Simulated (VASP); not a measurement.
# Y (R-3m) in VASP: single point with PBEsol

Aim: the single point of Y with PBEsol.

Program: VASP 6.6.1. These are calculated values, not measurements. Logs are shortened: lines on timing, memory, paths and dates and some standing lists are left out, and cuts for length are marked.

**1. The cell of the first run**

Symmetry: R-3m, No. 166, trigonal system. The conventional cell has a = 3.651 Å, b = 3.651 Å, c = 26.175 Å, α = 90.00°, β = 90.00°, γ = 120.00°. Within 4.7 Å of Y (site symmetry -3m) lie 12 Y at 3.62 to 3.65 Å. Y (site symmetry 3m) has 12 Y at 3.55 to 3.65 Å within 4.7 Å.

**2. Single point, PBEsol**

The input, INCAR:

```
SYSTEM = Y
PREC = Accurate
ENCUT = 520
EDIFF = 1E-7
ISMEAR = 0
SIGMA = 0.1
LREAL = .False.
LASPH = .True.
NELM = 60
ALGO = Normal
ISIF = 2
LWAVE = .False.
LCHARG = .False.
GGA = PS
NBANDS = 24
```

The input, KPOINTS:

```
regular mesh
0
Gamma
  11 11 11
  0 0 0
```

The input, POSCAR:

```
Y
1.0
    1.8253860000      1.0538870000      8.7249510000
   -1.8253860000      1.0538870000      8.7249510000
    0.0000000000     -2.1077750000      8.7249510000
Y
3
Direct
    0.0000000000      0.0000000000      0.0000000000
    0.2211240000      0.2211240000      0.2211240000
    0.7788760000      0.7788760000      0.7788760000
```

Potentials or basis: VASP PAW PBE potentials, release 64 (Y_sv).

Command:

```console
$ cat potpaw_PBE.64/Y_sv/POTCAR > POTCAR
$ mpirun -np 1 vasp_std > vasp.out
```

OUTCAR:

```text
SYSTEM = Y
   PREC = Accurate
   ENCUT = 520
   EDIFF = 1E-7
   ISMEAR = 0
   LREAL = .False.
   LASPH = .True.
   NELM = 60
   ISIF = 2
   GGA = PS

 ion  position               nearest neighbor table
   1  0.000  0.000  0.000-   3 3.62   3 3.62   2 3.62   2 3.62   3 3.62   2 3.62
   2  0.221  0.221  0.221-   3 3.55   3 3.55   3 3.55   1 3.62   1 3.62   1 3.62
   3  0.779  0.779  0.779-   2 3.55   2 3.55   2 3.55   1 3.62   1 3.62   1 3.62

  LATTYP: Found a trigonal (rhomboedric) cell.
 ALAT       =     8.9759390489
 COS(alpha) =     0.9172858574

  Lattice vectors:

 A1 = (   1.8253860000,   1.0538870000,   8.7249510000)
 A2 = (  -1.8253860000,   1.0538870000,   8.7249510000)
 A3 = (   0.0000000000,  -2.1077750000,   8.7249510000)

Analysis of symmetry for initial positions (statically):
=====================================================================
 Subroutine PRICEL returns:
 Original cell was already a primitive cell.

 Routine SETGRP: Setting up the symmetry group for a
 trigonal (rhombohedral) supercell.

 Subroutine GETGRP returns: Found 12 space group operations
 (whereof 12 operations were pure point group operations)
 out of a pool of 12 trial point group operations.

The static configuration has the point symmetry D_3d.

Analysis of symmetry for dynamics (positions and initial velocities):
=====================================================================
 Subroutine PRICEL returns:
 Original cell was already a primitive cell.

 Routine SETGRP: Setting up the symmetry group for a
 trigonal (rhombohedral) supercell.

 Subroutine GETGRP returns: Found 12 space group operations
 (whereof 12 operations were pure point group operations)
 out of a pool of 12 trial point group operations.

The dynamic configuration has the point symmetry D_3d.

 Subroutine INISYM returns: Found 12 space group operations
 (whereof 12 operations are pure point group operations),
 and found     1 'primitive' translations

----------------------------------------------------------------------------------------

                                     Primitive cell

  volume of cell :     100.7078

  direct lattice vectors                    reciprocal lattice vectors
     1.825386000  1.053887000  8.724951000     0.273914668  0.158144672  0.038204614
    -1.825386000  1.053887000  8.724951000    -0.273914668  0.158144672  0.038204614
     0.000000000 -2.107775000  8.724951000     0.000000000 -0.316289344  0.038204596

  length of vectors
     8.975939049  8.975939049  8.975939249     0.318588410  0.318588410  0.318588356

  position of ions in fractional coordinates (direct lattice)
     0.000000000  0.000000000  0.000000000
     0.221124000  0.221124000  0.221124000
     0.778876000  0.778876000  0.778876000

  ion indices of the primitive-cell ions
   primitive index   ion index
                 1           1
                 2           2
                 3           3

----------------------------------------------------------------------------------------

 KPOINTS: regular mesh

Automatic generation of k-mesh.
 Grid dimensions read from file:
 generate k-points for:   11   11   11

 Generating k-lattice:

  Cartesian coordinates                     Fractional coordinates (reciprocal lattice)
     0.024901333  0.014376788  0.003473147     0.090909091  0.000000000  0.000000000
    -0.024901333  0.014376788  0.003473147     0.000000000  0.090909091  0.000000000
     0.000000000 -0.028753577  0.003473145     0.000000000  0.000000000  0.090909091

  Length of vectors
     0.028962583  0.028962583  0.028962578

  Shift w.r.t. Gamma in fractional coordinates (k-lattice)
     0.000000000  0.000000000  0.000000000

 Subroutine IBZKPT returns following result:
 ===========================================

 Found    146 irreducible k-points:

 Following reciprocal coordinates:
            Coordinates               Weight
  0.000000  0.000000  0.000000      1.000000
  0.090909 -0.000000  0.000000      6.000000
  0.181818 -0.000000  0.000000      6.000000
  0.272727  0.000000  0.000000      6.000000
  0.363636 -0.000000  0.000000      6.000000
  0.454545 -0.000000 -0.000000      6.000000
[... 16 lines left out ...]
 -0.272727  0.181818  0.000000     12.000000
 -0.181818  0.181818  0.000000      6.000000
 [... further k-points ...]
   k-points           NKPTS =    146   k-points in BZ     NKDIM =    146   number of bands    NBANDS=     24
   number of dos      NEDOS =    301   number of ions     NIONS =      3
   total plane-waves  NPLWV = 343000
   dimension x,y,z NGX =    70 NGY =   70 NGZ =   70
   dimension x,y,z NGXF=   140 NGYF=  140 NGZF=  140
   ions per type =               3
   NGX,Y,Z   is equivalent  to a cutoff of  12.96, 12.96, 12.96 a.u.
   NGXF,Y,Z  is equivalent  to a cutoff of  25.93, 25.93, 25.93 a.u.
 SYSTEM =  Y
   PREC   = accura    normal or accurate (medium, high low for compatibility)
   ISTART =      0    job   : 0-new  1-cont  2-samecut
   ICHARG =      2    charge: 1-file 2-atom 10-const
   ISPIN  =      1    spin polarized calculation?
   LNONCOLLINEAR =      F non collinear calculations
   LSORBIT =      F    spin-orbit coupling
   LASPH  =      T    aspherical Exc in radial PAW
   ENCUT  =  520.0 eV  38.22 Ry    6.18 a.u.  16.69 16.69 16.69*2*pi/ulx,y,z
   NELM   =     60;   NELMIN=  2; NELMDL= -5     # of ELM steps
   EDIFF  = 0.1E-06   stopping-criterion for ELM
   LREAL  =      F    real-space projection
   EDIFFG = 0.1E-05   stopping-criterion for IOM
   NSW    =      0    number of steps for IOM
   IBRION =     -1    ionic relax: 0-MD 1-quasi-New 2-CG
   NFREE  =      0    steps in history (QN), initial steepest desc. (CG)
   ISIF   =      2    stress and relaxation
   ISYM   =      2    0-nonsym 1-usesym 2-fastsym
   POTIM  = 0.5000    time-step for ionic-motion
   TEBEG  =    0.0;   TEEND  =   0.0 temperature during run
   PSTRESS=    0.0 pullay stress
   NELECT =      33.0000    total number of electrons
   NUPDOWN=      -1.0000    fix difference up-down
   EMIN   =  10.00;   EMAX   =-10.00  energy-range for DOS
   EFERMI =   0.00;   METHOD = LEGACY
   ISMEAR =     0;   SIGMA  =   0.10  broadening in eV -4-tet -1-fermi 0-gaus
   EFERMI_NEDOS =   21; number of points for ismear=-14 and -15
   IALGO  =     38    algorithm
   IMIX   =      4    mixing-type and parameters
     AMIX     =   0.40;   BMIX     =  1.00
     AMIX_MAG =   1.60;   BMIX_MAG =  1.00
  volume/ion in A,a.u.               =      33.57       226.54
  Fermi-wavevector in a.u.,A,eV,Ry     =   1.128648  2.132835 17.331724  1.273846
  Thomas-Fermi vector in A             =   2.265339
   LORBIT       =      0    0 simple, 1 ext, 2 COOP (PROOUT), +10 PAW based schemes
   GGA     = PS    functional components
   LHFCALC =     F    Hartree Fock is set to
   AEXX    =    0.0000 exact exchange contribution
   IVDW    =     0    specifies the selected vdW correction
   LEPSILON=     F    determine dielectric tensor
   LRPA    =     F    only Hartree local field effects (RPA)
 non-spin polarized calculation
 Gauss-broadening in eV      SIGMA  =   0.10
  energy-cutoff  :      520.00
  volume of cell :      100.71
 maximum number of plane-waves:      2732
 NGX is ok and might be reduce to    70
   NGX = 33   NGY = 33   NGZ = 33

 number of electron      33.0000000 magnetization

 Free energy of the ion-electron system (eV)
  ---------------------------------------------------
  ext. energy  EPLUGINS =         0.00000000
  ---------------------------------------------------
  free energy    TOTEN  =       -20.39394476 eV

  energy without entropy =      -20.37050037  energy(sigma->0) =      -20.38222257

 E-fermi :   2.8080     XC(G=0):  -9.4472

 val. band max:        2.7960341016   @ k =  -0.1818   0.2727   0.0909
 cond. band min:       2.8140948359   @ k =  -0.3636  -0.3636   0.2727
 fundamental gap:      0.0180607343
 Fermi energy:         2.8080423055

 k-point     1 :       0.0000    0.0000    0.0000
  band No.  band energies     occupation
      1     -39.8804      2.00000
      2     -39.8120      2.00000
      3     -39.7817      2.00000
      4     -19.9989      2.00000
      5     -19.9855      2.00000
      6     -19.6932      2.00000
[... 16 lines left out ...]
     23       4.8965      0.00000
     24       4.8965      0.00000

 k-point     2 :       0.0909   -0.0000    0.0000
  band No.  band energies     occupation
      1     -39.8772      2.00000
      2     -39.8092      2.00000
      3     -39.7796      2.00000
      4     -20.0024      2.00000
      5     -19.9730      2.00000
      6     -19.7187      2.00000
[... 16 lines left out ...]
     23       4.9358      0.00000
     24       5.0106      0.00000

 k-point     3 :       0.1818   -0.0000    0.0000
  band No.  band energies     occupation
      1     -39.8685      2.00000
      2     -39.8014      2.00000
      3     -39.7741      2.00000
      4     -19.9995      2.00000
      5     -19.9620      2.00000
      6     -19.7858      2.00000
[... 16 lines left out ...]
     23       5.1537      0.00000
     24       5.1825      0.00000

 k-point     4 :       0.2727    0.0000    0.0000
  band No.  band energies     occupation
      1     -39.8572      2.00000
      2     -39.7907      2.00000
      3     -39.7675      2.00000
      4     -19.9999      2.00000
      5     -19.9842      2.00000
      6     -19.8703      2.00000
[... 16 lines left out ...]
     23       5.5586      0.00000
     24       5.7712      0.00000

 k-point     5 :       0.3636   -0.0000    0.0000
  band No.  band energies     occupation
      1     -39.8468      2.00000
      2     -39.7798      2.00000
      3     -39.7623      2.00000
      4     -20.0371      2.00000
      5     -20.0313      2.00000
      6     -19.9432      2.00000
[... 451 lines left out ...]
 k-point    22 :      -0.3636    0.1818    0.0000
  band No.  band energies     occupation
      1     -39.8379      2.00000
      2     -39.7686      2.00000
      3     -39.7595      2.00000
      4     -20.0491      2.00000
      5     -20.0349      2.00000
      6     -19.9587      2.00000
[... 16 lines left out ...]
     23       5.7712      0.00000
     24       6.5392      0.00000

 k-point    23 :      -0.2727    0.1818    0.0000
  band No.  band energies     occupation
      1     -39.8431      2.00000
      2     -39.7754      2.00000
      3     -39.7608      2.00000
      4     -20.0329      2.00000
      5     -20.0152      2.00000
      6     -19.9376      2.00000
[... 16 lines left out ...]
     23       5.5922      0.00000
     24       6.3221      0.00000

 k-point    24 :      -0.1818    0.1818    0.0000
  band No.  band energies     occupation
      1     -39.8518      2.00000
      2     -39.7850      2.00000
      3     -39.7647      2.00000
      4     -20.0046      2.00000
      5     -19.9963      2.00000
      6     -19.8814      2.00000
[... 16 lines left out ...]
     23       5.5595      0.00000
     24       5.8264      0.00000

 [... further k-points ...]

------------------------ aborting loop because EDIFF is reached ----------------------------------------

  FORCE on cell =-STRESS in cart. coord.  units (eV):
  Direction    XX          YY          ZZ          XY          YZ          ZX
  --------------------------------------------------------------------------------------
  -------------------------------------------------------------------------------------
  Total       -1.9052347     -1.9052355     -2.0196334      0.0000000      0.0000001      0.0000000
  in kB      -30.3106966    -30.3107102    -32.1306845      0.0000000      0.0000012      0.0000000
  external PRESSURE =     -30.9173638 kB  Pullay stress =       0.0000000 kB

 VOLUME and BASIS-vectors are now :
 -----------------------------------------------------------------------------
  energy-cutoff  :      520.00
  volume of cell :      100.71
      direct lattice vectors                 reciprocal lattice vectors
     1.825386000  1.053887000  8.724951000     0.273914668  0.158144672  0.038204614
    -1.825386000  1.053887000  8.724951000    -0.273914668  0.158144672  0.038204614
     0.000000000 -2.107775000  8.724951000     0.000000000 -0.316289344  0.038204596

 POSITION                                       TOTAL-FORCE (eV/Angst)
 -----------------------------------------------------------------------------------
      0.00000      0.00000      0.00000         0.000000     -0.000000      0.000000
      0.00000     -0.00000      5.78789         0.000000     -0.000000      0.086345
      0.00000     -0.00000     20.38696         0.000000      0.000000     -0.086345
 -----------------------------------------------------------------------------------
    total drift:                               -0.000000      0.000000     -0.000000

  FREE ENERGIE OF THE ION-ELECTRON SYSTEM (eV)
  ---------------------------------------------------
  free  energy   TOTEN  =       -20.3939447570 eV

  energy  without entropy=      -20.3705003738  energy(sigma->0) =      -20.38222257
```

Wall time 43 min (1 thread of AMD EPYC 7R43 (Zen 3), shared host); peak memory 0.84 GiB.

Results:

- Free energy: -20.3939 eV
- Pressure: -3.1 GPa
- Largest force: 0.086 eV/Å
- Band gap on the k mesh: zero (an odd number of electrons rules out a gap without spin polarisation)

Forces in eV/Å, atoms in the order of the input:
```
Y    0.000  0.000  0.000
Y    0.000  0.000  0.086
Y    0.000  0.000 -0.086
```

Stress tensor (GPa, compression positive):
```
-3.03  0.00  0.00
 0.00 -3.03  0.00
 0.00  0.00 -3.21
```

Levels at points of the mesh, in eV from the Fermi level:
| k point | band 14 | band 15 | band 16 | band 17 | band 18 | band 19 |
| --- | --- | --- | --- | --- | --- | --- |
| (0.00, 0.00, 0.00) | -2.58 | -2.54 | 0.48 | 0.65 | 1.57 | 1.57 |

Caveat: the cell stands under tension; the PAW data sets were made with another functional, which shifts forces and pressure a little.
